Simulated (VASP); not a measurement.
# MnHg (Pm-3m) in VASP: notebook

Runs on MnHg. Level: PBE. Tasks: single point.

All numbers are computed with VASP 6.6.1; they aren't measurements. Logs are shortened: lines on timing, memory, paths and dates and some standing lists are left out, and cuts for length are marked.

### Step 1. The cell of the first run

The structure is cubic, space group Pm-3m (No. 221). The conventional cell has a = 3.315 Å, b = 3.315 Å, c = 3.315 Å, α = 90.00°, β = 90.00°, γ = 90.00°. Hg (site symmetry m-3m) has 8 Mn at 2.87 Å and 6 Hg at 3.31 Å within 3.8 Å. Within 3.8 Å of Mn (site symmetry m-3m) lie 8 Hg at 2.87 Å and 6 Mn at 3.31 to 3.32 Å.

### Step 2. Single point, PBE, collinear spin, ferromagnetic start

Input file INCAR:

```
ALGO = Normal
EDIFF = 1E-6
ENCUT = 680
GGA = PE
GGA_COMPAT = False
ISIF = 2
ISMEAR = -1
ISPIN = 2
LASPH = True
LCHARG = False
LMAXMIX = 4
LORBIT = 11
LREAL = False
LWAVE = False
MAGMOM = 0 3
NBANDS = 28
NELM = 200
NUPDOWN = 3.0
PREC = Accurate
SIGMA = 0.05
```

Input file KPOINTS:

```
k-points
0
Gamma
  7 7 7
```

Input file POSCAR:

```
MnHg
1.0
    3.3150000000      0.0000000000      0.0000000000
    0.0000000000      3.3150000000      0.0000000000
    0.0000000000      0.0000000000      3.3150000000
Hg Mn
1 1
Direct
    0.0000000000      0.0000000000      0.0000000000
    0.5000000000      0.5000000000      0.5000000000
```

Potentials or basis: VASP PAW PBE potentials, release 64 (Hg_sv_GW, Mn_sv).

Launch:

```sh
$ cat potpaw_PBE.64/Hg_sv_GW/POTCAR potpaw_PBE.64/Mn_sv/POTCAR > POTCAR
$ mpirun -np 1 vasp_std > vasp.out
```

OUTCAR:

```text
EDIFF = 1E-6
   ENCUT = 680
   GGA = PE
   ISIF = 2
   ISMEAR = -1
   ISPIN = 2
   LASPH = True
   LORBIT = 11
   LREAL = False
   NELM = 200
   NUPDOWN = 3.0
   PREC = Accurate

 ion  position               nearest neighbor table
   1  0.000  0.000  0.000-   2 2.87   2 2.87   2 2.87   2 2.87   2 2.87   2 2.87   2 2.87   2 2.87

   2  0.500  0.500  0.500-   1 2.87   1 2.87   1 2.87   1 2.87   1 2.87   1 2.87   1 2.87   1 2.87

  LATTYP: Found a simple cubic cell.
 ALAT       =     3.3150000000

  Lattice vectors:

 A1 = (   3.3150000000,   0.0000000000,   0.0000000000)
 A2 = (   0.0000000000,   3.3150000000,   0.0000000000)
 A3 = (   0.0000000000,   0.0000000000,   3.3150000000)

Analysis of symmetry for initial positions (statically):
=====================================================================
 Subroutine PRICEL returns:
 Original cell was already a primitive cell.

 Routine SETGRP: Setting up the symmetry group for a
 simple cubic supercell.

 Subroutine GETGRP returns: Found 48 space group operations
 (whereof 48 operations were pure point group operations)
 out of a pool of 48 trial point group operations.

The static configuration has the point symmetry O_h .

Analysis of symmetry for dynamics (positions and initial velocities):
=====================================================================
 Subroutine PRICEL returns:
 Original cell was already a primitive cell.

 Routine SETGRP: Setting up the symmetry group for a
 simple cubic supercell.

 Subroutine GETGRP returns: Found 48 space group operations
 (whereof 48 operations were pure point group operations)
 out of a pool of 48 trial point group operations.

The dynamic configuration has the point symmetry O_h .

Analysis of structural, dynamic, and magnetic symmetry:
=====================================================================
 Subroutine PRICEL returns:
 Original cell was already a primitive cell.

 Routine SETGRP: Setting up the symmetry group for a
 simple cubic supercell.

 Subroutine GETGRP returns: Found 48 space group operations
 (whereof 48 operations were pure point group operations)
 out of a pool of 48 trial point group operations.

The overall configuration has the point symmetry O_h .

 Subroutine INISYM returns: Found 48 space group operations
 (whereof 48 operations are pure point group operations),
 and found     1 'primitive' translations

----------------------------------------------------------------------------------------

                                     Primitive cell

  volume of cell :      36.4293

  direct lattice vectors                    reciprocal lattice vectors
     3.315000000  0.000000000  0.000000000     0.301659125  0.000000000  0.000000000
     0.000000000  3.315000000  0.000000000     0.000000000  0.301659125  0.000000000
     0.000000000  0.000000000  3.315000000     0.000000000  0.000000000  0.301659125

  length of vectors
     3.315000000  3.315000000  3.315000000     0.301659125  0.301659125  0.301659125

  position of ions in fractional coordinates (direct lattice)
     0.000000000  0.000000000  0.000000000
     0.500000000  0.500000000  0.500000000

  ion indices of the primitive-cell ions
   primitive index   ion index
                 1           1
                 2           2

----------------------------------------------------------------------------------------

 KPOINTS: k-points

Automatic generation of k-mesh.
 Grid dimensions read from file:
 generate k-points for:    7    7    7

 Generating k-lattice:

  Cartesian coordinates                     Fractional coordinates (reciprocal lattice)
     0.043094161  0.000000000  0.000000000     0.142857143  0.000000000  0.000000000
     0.000000000  0.043094161  0.000000000     0.000000000  0.142857143  0.000000000
     0.000000000  0.000000000  0.043094161     0.000000000  0.000000000  0.142857143

  Length of vectors
     0.043094161  0.043094161  0.043094161

  Shift w.r.t. Gamma in fractional coordinates (k-lattice)
     0.000000000  0.000000000  0.000000000

 Subroutine IBZKPT returns following result:
 ===========================================

 Found     20 irreducible k-points:

 Following reciprocal coordinates:
            Coordinates               Weight
  0.000000  0.000000  0.000000      1.000000
  0.142857  0.000000  0.000000      6.000000
  0.285714  0.000000  0.000000      6.000000
  0.428571  0.000000  0.000000      6.000000
  0.142857  0.142857  0.000000     12.000000
  0.285714  0.142857  0.000000     24.000000
[... 12 lines left out ...]
  0.428571  0.428571  0.285714     24.000000
  0.428571  0.428571  0.428571      8.000000
   k-points           NKPTS =     20   k-points in BZ     NKDIM =     20   number of bands    NBANDS=     28
   number of dos      NEDOS =    301   number of ions     NIONS =      2
   total plane-waves  NPLWV =  21952
   dimension x,y,z NGX =    28 NGY =   28 NGZ =   28
   dimension x,y,z NGXF=    56 NGYF=   56 NGZF=   56
   ions per type =               1   1
   NGX,Y,Z   is equivalent  to a cutoff of  14.04, 14.04, 14.04 a.u.
   NGXF,Y,Z  is equivalent  to a cutoff of  28.08, 28.08, 28.08 a.u.
 SYSTEM =  unknown system
   PREC   = accura    normal or accurate (medium, high low for compatibility)
   ISTART =      0    job   : 0-new  1-cont  2-samecut
   ICHARG =      2    charge: 1-file 2-atom 10-const
   ISPIN  =      2    spin polarized calculation?
   LNONCOLLINEAR =      F non collinear calculations
   LSORBIT =      F    spin-orbit coupling
   LASPH  =      T    aspherical Exc in radial PAW
   ENCUT  =  680.0 eV  49.98 Ry    7.07 a.u.   7.05  7.05  7.05*2*pi/ulx,y,z
   NELM   =    200;   NELMIN=  2; NELMDL= -5     # of ELM steps
   EDIFF  = 0.1E-05   stopping-criterion for ELM
   LREAL  =      F    real-space projection
   EDIFFG = 0.1E-04   stopping-criterion for IOM
   NSW    =      0    number of steps for IOM
   IBRION =     -1    ionic relax: 0-MD 1-quasi-New 2-CG
   NFREE  =      0    steps in history (QN), initial steepest desc. (CG)
   ISIF   =      2    stress and relaxation
   ISYM   =      2    0-nonsym 1-usesym 2-fastsym
   POTIM  = 0.5000    time-step for ionic-motion
   TEBEG  =    0.0;   TEEND  =   0.0 temperature during run
   PSTRESS=    0.0 pullay stress
   NELECT =      35.0000    total number of electrons
   NUPDOWN=       3.0000    fix difference up-down
   EMIN   =  10.00;   EMAX   =-10.00  energy-range for DOS
   EFERMI =   0.00;   METHOD = LEGACY
   ISMEAR =    -1;   SIGMA  =   0.05  broadening in eV -4-tet -1-fermi 0-gaus
   EFERMI_NEDOS =   21; number of points for ismear=-14 and -15
   IALGO  =     38    algorithm
   IMIX   =      4    mixing-type and parameters
     AMIX     =   0.40;   BMIX     =  1.00
     AMIX_MAG =   1.60;   BMIX_MAG =  1.00
  volume/ion in A,a.u.               =      18.21       122.92
  Fermi-wavevector in a.u.,A,eV,Ry     =   1.615402  3.052667 35.504729  2.609524
  Thomas-Fermi vector in A             =   2.710156
   LORBIT       =     11    0 simple, 1 ext, 2 COOP (PROOUT), +10 PAW based schemes
   GGA     = PE    functional components
   LHFCALC =     F    Hartree Fock is set to
   AEXX    =    0.0000 exact exchange contribution
   IVDW    =     0    specifies the selected vdW correction
   LEPSILON=     F    determine dielectric tensor
   LRPA    =     F    only Hartree local field effects (RPA)
 spin polarized calculation
  energy-cutoff  :      680.00
  volume of cell :       36.43
 maximum number of plane-waves:      1480
   NGX = 15   NGY = 15   NGZ = 15

 number of electron      35.0000027 magnetization       3.0000006

 Free energy of the ion-electron system (eV)
  ---------------------------------------------------
  ext. energy  EPLUGINS =         0.00000000
  ---------------------------------------------------
  free energy    TOTEN  =        -8.35387444 eV

  energy without entropy =       -8.34014685  energy(sigma->0) =       -8.34701065

 E-fermi :   8.6859     XC(G=0): -12.0240

 val. band max:        8.6186516478   @ k =   0.0000   0.0000   0.0000
 cond. band min:       7.8870168081   @ k =   0.4286   0.1429   0.1429
 fundamental gap:     -0.7316348396
 Fermi energy:         7.8230850079

 spin component 1

 k-point     1 :       0.0000    0.0000    0.0000
  band No.  band energies     occupation
      1    -107.0855      1.00000
      2     -72.2766      1.00000
      3     -55.3988      1.00000
      4     -55.3988      1.00000
      5     -55.3988      1.00000
      6     -41.0246      1.00000
[... 20 lines left out ...]
     27      25.1465      0.00000
     28      25.1465      0.00000
[... 559 lines left out ...]
 k-point    20 :       0.4286    0.4286    0.4286
  band No.  band energies     occupation
      1    -107.0850      1.00000
      2     -72.2740      1.00000
      3     -55.4088      1.00000
      4     -55.4088      1.00000
      5     -55.4088      1.00000
      6     -41.0379      1.00000
[... 20 lines left out ...]
     27      31.7376      0.00000
     28      31.7561      0.00000
 Fermi energy:         8.6859179421

 spin component 2

 k-point     1 :       0.0000    0.0000    0.0000
  band No.  band energies     occupation
      1    -107.0780      1.00000
      2     -68.8257      1.00000
      3     -55.3904      1.00000
      4     -55.3904      1.00000
      5     -55.3904      1.00000
      6     -37.6409      1.00000
[... 20 lines left out ...]
     27      24.9443      0.00000
     28      24.9443      0.00000
[... 559 lines left out ...]
 k-point    20 :       0.4286    0.4286    0.4286
  band No.  band energies     occupation
      1    -107.0775      1.00000
      2     -68.8226      1.00000
      3     -55.4006      1.00000
      4     -55.4006      1.00000
      5     -55.4006      1.00000
      6     -37.6572      1.00000
[... 20 lines left out ...]
     27      31.6615      0.00000
     28      31.6755      0.00000

------------------------ aborting loop because EDIFF is reached ----------------------------------------

  FORCE on cell =-STRESS in cart. coord.  units (eV):
  Direction    XX          YY          ZZ          XY          YZ          ZX
  --------------------------------------------------------------------------------------
  -------------------------------------------------------------------------------------
  Total       -1.3588653     -1.3588653     -1.3588653     -0.0000000     -0.0000000     -0.0000000
  in kB      -59.7635521    -59.7635521    -59.7635521     -0.0000000     -0.0000000     -0.0000000
  external PRESSURE =     -59.7635521 kB  Pullay stress =       0.0000000 kB

 VOLUME and BASIS-vectors are now :
 -----------------------------------------------------------------------------
  energy-cutoff  :      680.00
  volume of cell :       36.43
      direct lattice vectors                 reciprocal lattice vectors
     3.315000000  0.000000000  0.000000000     0.301659125  0.000000000  0.000000000
     0.000000000  3.315000000  0.000000000     0.000000000  0.301659125  0.000000000
     0.000000000  0.000000000  3.315000000     0.000000000  0.000000000  0.301659125

 POSITION                                       TOTAL-FORCE (eV/Angst)
 -----------------------------------------------------------------------------------
      0.00000      0.00000      0.00000         0.000000      0.000000      0.000000
      1.65750      1.65750      1.65750         0.000000      0.000000      0.000000
 -----------------------------------------------------------------------------------
    total drift:                                0.000000      0.000000      0.000000

  FREE ENERGIE OF THE ION-ELECTRON SYSTEM (eV)
  ---------------------------------------------------
  free  energy   TOTEN  =        -8.3538744445 eV

  energy  without entropy=       -8.3401468470  energy(sigma->0) =       -8.34701065

 total charge

# of ion       s       p       d       f       tot
--------------------------------------------------
    1        2.557   6.522   8.807   0.010  17.896
    2        2.133   6.003   4.731   0.000  12.867
--------------------------------------------------
tot          4.690  12.525  13.538   0.010  30.763

 magnetization (x)

# of ion       s       p       d       f       tot
--------------------------------------------------
    1       -0.044  -0.113   0.030   0.002  -0.125
    2        0.006  -0.000   3.043   0.000   3.048
--------------------------------------------------
tot         -0.038  -0.113   3.073   0.002   2.923
```

It took 52 s on 1 thread of Intel Xeon Platinum 8259CL at 2.50GHz (Skylake/Cascade Lake), shared host; peak memory 0.22 GiB.

Results:

| Property | Result |
| --- | --- |
| Free energy | -8.3539 eV |
| Pressure | -6.0 GPa |
| Net moment | 3.00 μB per cell |
| Site moments | Hg -0.12; Mn +3.05 μB |
| Valence electrons inside the program's atomic spheres | Hg 17.90; Mn 12.87 |

Caveat: the cell stands under tension; spin-orbit coupling is left out, which moves the levels of the heavy elements; the total moment is fixed, so each spin has its own Fermi level and the state may be an excited one.

### Step 3. Single point, PBE, collinear spin, ferromagnetic start

Input file INCAR:

```
SYSTEM = MnHg
ALGO = Normal
EDIFF = 1E-6
ENCUT = 680
GGA = PE
GGA_COMPAT = .FALSE.
ISIF = 2
ISMEAR = -1
ISPIN = 2
LASPH = .TRUE.
LCHARG = .FALSE.
LMAXMIX = 4
LORBIT = 11
LREAL = .FALSE.
LWAVE = .FALSE.
MAGMOM = 0 6
NBANDS = 28
NELM = 200
NUPDOWN = 6.0
PREC = Accurate
SIGMA = 0.05
```

Input file KPOINTS:

```
k-points
0
G
  7 7 7
  0 0 0
```

POSCAR is that of step 2.

Potentials or basis: VASP PAW PBE potentials, release 64 (Hg_sv_GW, Mn_sv).

Launch:

```sh
$ cat potpaw_PBE.64/Hg_sv_GW/POTCAR potpaw_PBE.64/Mn_sv/POTCAR > POTCAR
$ mpirun -np 1 vasp_std > vasp.out
```

It took 30 s on 1 thread of Intel Xeon 6975P-C (Granite Rapids), shared host; peak memory 0.21 GiB.

Results (log left out):

```yaml
Free_energy: -6.3821 eV
Pressure: 22.3 GPa
Net_moment: 6.00 μB per cell
Site_moments: Hg +0.49; Mn +4.35 μB
Valence_electrons_inside_the_program's_atomic_spheres: Hg 17.99; Mn 12.76
```

Caveat: the cell stands under pressure; spin-orbit coupling is left out, which moves the levels of the heavy elements; the total moment is fixed, so each spin has its own Fermi level and the state may be an excited one.
